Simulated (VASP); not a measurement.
# MgH2 (P-3m1) in VASP: settings compared

The runs below take MgH2 through single point, relaxation of cell and atoms, with PBEsol, r2SCAN+rVV10.

Program: VASP 6.6.1. These are calculated values, not measurements. Logs are shortened: lines on timing, memory, paths and dates and some standing lists are left out, and cuts for length are marked.

### 1 The cell of the first run

Symmetry: P-3m1, No. 164, trigonal system. Conventional cell: a = 3.002 Å, b = 3.002 Å, c = 4.381 Å, α = 90.00°, β = 90.00°, γ = 120.00°. Within 2.6 Å of Mg (site symmetry -3m) lie 6 H at 1.97 Å. Within 2.6 Å of H (site symmetry 3m) lie 3 Mg at 1.97 Å and 3 H at 2.55 Å.

### 2 Single point, PBEsol

File INCAR:

```
SYSTEM = MgH2
PREC = Accurate ; ENCUT = 600
EDIFF = 1E-6 ; ISMEAR = -1
SIGMA = 0.03 ; LREAL = .FALSE.
LASPH = .TRUE. ; NELM = 120
ALGO = Normal ; ISIF = 2
LWAVE = .FALSE. ; LCHARG = .FALSE.
GGA = PS ; NBANDS = 9
GGA_COMPAT = .FALSE.
```

File KPOINTS:

```
regular mesh
0
G
  9 9 6
  0 0 0
```

File POSCAR:

```
MgH2
1.0
    3.0017476113      0.0000000000      0.0000000000
   -1.5008738056      2.5995896871      0.0000000000
    0.0000000000      0.0000000000      4.3812781374
Mg H
1 2
Direct
    0.0000000000      0.0000000000      0.0000000000
    0.6666666667      0.3333333333      0.7857848875
    0.3333333333      0.6666666667      0.2142151125
```

Potentials or basis: VASP PAW PBE potentials, release 64 (Mg, H).

Started as:

```console
cat potpaw_PBE.64/Mg/POTCAR potpaw_PBE.64/H/POTCAR > POTCAR
mpirun -np 1 vasp_std > vasp.out
```

OUTCAR:

```text
SYSTEM = MgH2
   PREC = Accurate
   ENCUT = 600
   EDIFF = 1E-6
   ISMEAR = -1
   LREAL = .FALSE.
   LASPH = .TRUE.
   NELM = 120
   ISIF = 2
   GGA = PS

 ion  position               nearest neighbor table
   1  0.000  0.000  0.000-   2 1.97   3 1.97   3 1.97   2 1.97   2 1.97   3 1.97
   2  0.667  0.333  0.786-   1 1.97   1 1.97   1 1.97
   3  0.333  0.667  0.214-   1 1.97   1 1.97   1 1.97

  LATTYP: Found a hexagonal cell.
 ALAT       =     3.0017476113
 C/A-ratio  =     1.4595757888

  Lattice vectors:

 A1 = (   3.0017476113,   0.0000000000,   0.0000000000)
 A2 = (  -1.5008738056,   2.5995896871,   0.0000000000)
 A3 = (   0.0000000000,   0.0000000000,   4.3812781374)

Analysis of symmetry for initial positions (statically):
=====================================================================
 Subroutine PRICEL returns:
 Original cell was already a primitive cell.

 Routine SETGRP: Setting up the symmetry group for a
 hexagonal supercell.

 Subroutine GETGRP returns: Found 12 space group operations
 (whereof 12 operations were pure point group operations)
 out of a pool of 24 trial point group operations.

The static configuration has the point symmetry D_3d.

Analysis of symmetry for dynamics (positions and initial velocities):
=====================================================================
 Subroutine PRICEL returns:
 Original cell was already a primitive cell.

 Routine SETGRP: Setting up the symmetry group for a
 hexagonal supercell.

 Subroutine GETGRP returns: Found 12 space group operations
 (whereof 12 operations were pure point group operations)
 out of a pool of 24 trial point group operations.

The dynamic configuration has the point symmetry D_3d.

 Subroutine INISYM returns: Found 12 space group operations
 (whereof 12 operations are pure point group operations),
 and found     1 'primitive' translations

----------------------------------------------------------------------------------------

                                     Primitive cell

  volume of cell :      34.1885

  direct lattice vectors                    reciprocal lattice vectors
     3.001747611  0.000000000  0.000000000     0.333139267  0.192338046  0.000000000
    -1.500873806  2.599589687  0.000000000     0.000000000  0.384676091  0.000000000
     0.000000000  0.000000000  4.381278137     0.000000000  0.000000000  0.228243898

  length of vectors
     3.001747611  3.001747611  4.381278137     0.384676091  0.384676091  0.228243898

  position of ions in fractional coordinates (direct lattice)
     0.000000000  0.000000000  0.000000000
     0.666666667  0.333333333  0.785784888
     0.333333333  0.666666667  0.214215112

  ion indices of the primitive-cell ions
   primitive index   ion index
                 1           1
                 2           2
                 3           3

----------------------------------------------------------------------------------------

 KPOINTS: regular mesh

Automatic generation of k-mesh.
 Grid dimensions read from file:
 generate k-points for:    9    9    6

 Generating k-lattice:

  Cartesian coordinates                     Fractional coordinates (reciprocal lattice)
     0.037015474  0.021370894  0.000000000     0.111111111  0.000000000  0.000000000
     0.000000000  0.042741788  0.000000000     0.000000000  0.111111111  0.000000000
     0.000000000  0.000000000  0.038040650     0.000000000  0.000000000  0.166666667

  Length of vectors
     0.042741788  0.042741788  0.038040650

  Shift w.r.t. Gamma in fractional coordinates (k-lattice)
     0.000000000  0.000000000  0.000000000

 Subroutine IBZKPT returns following result:
 ===========================================

 Found     62 irreducible k-points:

 Following reciprocal coordinates:
            Coordinates               Weight
  0.000000  0.000000  0.000000      1.000000
  0.111111  0.000000  0.000000      6.000000
  0.222222  0.000000  0.000000      6.000000
  0.333333  0.000000  0.000000      6.000000
  0.444444  0.000000  0.000000      6.000000
  0.111111  0.111111  0.000000      6.000000
[... 16 lines left out ...]
  0.222222  0.111111  0.166667     12.000000
 -0.111111  0.333333  0.166667     12.000000
 [... further k-points ...]
   k-points           NKPTS =     62   k-points in BZ     NKDIM =     62   number of bands    NBANDS=      9
   number of dos      NEDOS =    301   number of ions     NIONS =      3
   total plane-waves  NPLWV =  20736
   dimension x,y,z NGX =    24 NGY =   24 NGZ =   36
   dimension x,y,z NGXF=    48 NGYF=   48 NGZF=   72
   ions per type =               1   2
   NGX,Y,Z   is equivalent  to a cutoff of  13.29, 13.29, 13.66 a.u.
   NGXF,Y,Z  is equivalent  to a cutoff of  26.58, 26.58, 27.32 a.u.
 SYSTEM =  MgH2
   PREC   = accura    normal or accurate (medium, high low for compatibility)
   ISTART =      0    job   : 0-new  1-cont  2-samecut
   ICHARG =      2    charge: 1-file 2-atom 10-const
   ISPIN  =      1    spin polarized calculation?
   LNONCOLLINEAR =      F non collinear calculations
   LSORBIT =      F    spin-orbit coupling
   LASPH  =      T    aspherical Exc in radial PAW
   ENCUT  =  600.0 eV  44.10 Ry    6.64 a.u.   6.00  6.00  8.75*2*pi/ulx,y,z
   NELM   =    120;   NELMIN=  2; NELMDL= -5     # of ELM steps
   EDIFF  = 0.1E-05   stopping-criterion for ELM
   LREAL  =      F    real-space projection
   EDIFFG = 0.1E-04   stopping-criterion for IOM
   NSW    =      0    number of steps for IOM
   IBRION =     -1    ionic relax: 0-MD 1-quasi-New 2-CG
   NFREE  =      0    steps in history (QN), initial steepest desc. (CG)
   ISIF   =      2    stress and relaxation
   ISYM   =      2    0-nonsym 1-usesym 2-fastsym
   POTIM  = 0.5000    time-step for ionic-motion
   TEBEG  =    0.0;   TEEND  =   0.0 temperature during run
   PSTRESS=    0.0 pullay stress
   NELECT =       4.0000    total number of electrons
   NUPDOWN=      -1.0000    fix difference up-down
   EMIN   =  10.00;   EMAX   =-10.00  energy-range for DOS
   EFERMI =   0.00;   METHOD = LEGACY
   ISMEAR =    -1;   SIGMA  =   0.03  broadening in eV -4-tet -1-fermi 0-gaus
   EFERMI_NEDOS =   21; number of points for ismear=-14 and -15
   IALGO  =     38    algorithm
   IMIX   =      4    mixing-type and parameters
     AMIX     =   0.40;   BMIX     =  1.00
     AMIX_MAG =   1.60;   BMIX_MAG =  1.00
  volume/ion in A,a.u.               =      11.40        76.91
  Fermi-wavevector in a.u.,A,eV,Ry     =   0.800697  1.513098  8.722909  0.641116
  Thomas-Fermi vector in A             =   1.908042
   LORBIT       =      0    0 simple, 1 ext, 2 COOP (PROOUT), +10 PAW based schemes
   GGA     = PS    functional components
   LHFCALC =     F    Hartree Fock is set to
   AEXX    =    0.0000 exact exchange contribution
   IVDW    =     0    specifies the selected vdW correction
   LEPSILON=     F    determine dielectric tensor
   LRPA    =     F    only Hartree local field effects (RPA)
 non-spin polarized calculation
  energy-cutoff  :      600.00
  volume of cell :       34.19
 maximum number of plane-waves:      1158
   NGX = 11   NGY = 11   NGZ = 17

 number of electron       4.0000000 magnetization

 Free energy of the ion-electron system (eV)
  ---------------------------------------------------
  ext. energy  EPLUGINS =         0.00000000
  ---------------------------------------------------
  free energy    TOTEN  =        -8.66488695 eV

  energy without entropy =       -8.66488695  energy(sigma->0) =       -8.66488695

 E-fermi :  -0.5177     XC(G=0):  -8.0497

 val. band max:       -1.1705509416   @ k =   0.2222   0.1111   0.0000
 cond. band min:       2.6679357912   @ k =   0.4444   0.0000   0.3333
 fundamental gap:      3.8384867328
 Fermi energy:        -0.5177396364

 k-point     1 :       0.0000    0.0000    0.0000
  band No.  band energies     occupation
      1      -7.4882      2.00000
      2      -1.8375      2.00000
      3       3.9667      0.00000
      4      11.6564      0.00000
      5      13.4357      0.00000
      6      13.5193      0.00000
      7      13.5193      0.00000
      8      15.8729      0.00000
      9      15.8729      0.00000

 k-point     2 :       0.1111    0.0000    0.0000
  band No.  band energies     occupation
      1      -7.2394      2.00000
      2      -1.6975      2.00000
      3       4.2243      0.00000
      4       9.3751      0.00000
      5      11.9400      0.00000
      6      12.6093      0.00000
      7      14.7461      0.00000
      8      16.9125      0.00000
      9      17.1001      0.00000

 k-point     3 :       0.2222    0.0000    0.0000
  band No.  band energies     occupation
      1      -6.5090      2.00000
      2      -1.3609      2.00000
      3       4.9343      0.00000
      4       6.5957      0.00000
      5       9.8512      0.00000
      6      11.4311      0.00000
      7      13.8636      0.00000
      8      15.5847      0.00000
      9      17.5351      0.00000

 k-point     4 :       0.3333    0.0000    0.0000
  band No.  band energies     occupation
      1      -5.3580      2.00000
      2      -1.2059      2.00000
      3       4.2824      0.00000
      4       6.4138      0.00000
      5       7.9268      0.00000
      6      10.5960      0.00000
      7      11.8057      0.00000
      8      14.3377      0.00000
      9      15.4646      0.00000
[... 205 lines left out ...]
 k-point    22 :       0.1111    0.1111    0.1667
  band No.  band energies     occupation
      1      -6.6188      2.00000
      2      -1.9511      2.00000
      3       5.2925      0.00000
      4       7.9217      0.00000
      5       9.5711      0.00000
      6      12.2274      0.00000
      7      14.0787      0.00000
      8      15.9416      0.00000
      9      16.8490      0.00000

 k-point    23 :       0.2222    0.1111    0.1667
  band No.  band energies     occupation
      1      -5.6806      2.00000
      2      -1.5136      2.00000
      3       4.5025      0.00000
      4       7.5598      0.00000
      5       7.8075      0.00000
      6      10.2764      0.00000
      7      12.6081      0.00000
      8      14.3063      0.00000
      9      17.0605      0.00000

 k-point    24 :      -0.1111    0.3333    0.1667
  band No.  band energies     occupation
      1      -5.6806      2.00000
      2      -1.5289      2.00000
      3       5.0063      0.00000
      4       6.4315      0.00000
      5       8.0747      0.00000
      6      10.3779      0.00000
      7      12.8272      0.00000
      8      15.3668      0.00000
      9      16.7922      0.00000

 [... further k-points ...]

------------------------ aborting loop because EDIFF is reached ----------------------------------------

  FORCE on cell =-STRESS in cart. coord.  units (eV):
  Direction    XX          YY          ZZ          XY          YZ          ZX
  --------------------------------------------------------------------------------------
  -------------------------------------------------------------------------------------
  Total       -0.0197323     -0.0197323     -0.0075138     -0.0000000      0.0000000      0.0000000
  in kB       -0.9247173     -0.9247173     -0.3521205     -0.0000000      0.0000000      0.0000000
  external PRESSURE =      -0.7338517 kB  Pullay stress =       0.0000000 kB

 VOLUME and BASIS-vectors are now :
 -----------------------------------------------------------------------------
  energy-cutoff  :      600.00
  volume of cell :       34.19
      direct lattice vectors                 reciprocal lattice vectors
     3.001747611  0.000000000  0.000000000     0.333139267  0.192338046  0.000000000
    -1.500873806  2.599589687  0.000000000     0.000000000  0.384676091  0.000000000
     0.000000000  0.000000000  4.381278137     0.000000000  0.000000000  0.228243898

 POSITION                                       TOTAL-FORCE (eV/Angst)
 -----------------------------------------------------------------------------------
      0.00000      0.00000      0.00000        -0.000000      0.000000      0.000000
      1.50087      0.86653      3.44274         0.000000     -0.000000      0.002853
     -0.00000      1.73306      0.93854        -0.000000      0.000000     -0.002853
 -----------------------------------------------------------------------------------
    total drift:                               -0.000000      0.000000      0.000000

  FREE ENERGIE OF THE ION-ELECTRON SYSTEM (eV)
  ---------------------------------------------------
  free  energy   TOTEN  =        -8.6648869489 eV

  energy  without entropy=       -8.6648869488  energy(sigma->0) =       -8.66488695
```

It took 20 s on 1 thread of Intel Xeon 8259CL, shared host; peak memory 0.17 GiB.

Results:

```
Free energy            : -8.6649 eV
Pressure               : -0.1 GPa
Band gap on the k mesh : 3.84 eV (least direct gap 4.60 eV)
```

Forces in eV/Å, atoms in the order of the input:
```
Mg   0.000  0.000  0.000
H    0.000  0.000  0.003
H    0.000  0.000 -0.003
```

Levels at points of the mesh, in eV from the valence-band top:
| k point | band 1 | band 2 | band 3 | band 4 | band 5 | band 6 | band 7 |
| --- | --- | --- | --- | --- | --- | --- | --- |
| (0.00, 0.00, 0.00) | -6.32 | -0.67 | 5.14 | 12.83 | 14.61 | 14.69 | 14.69 |
| (0.00, 0.00, 0.50) | -5.64 | -2.73 | 9.77 | 11.53 | 15.02 | 15.02 | 15.12 |

Caveat: the PAW data sets were made with another functional, which shifts forces and pressure a little; an odd mesh through Γ misses points on the zone boundary, where band edges can lie.

[end of part 1 of 2]
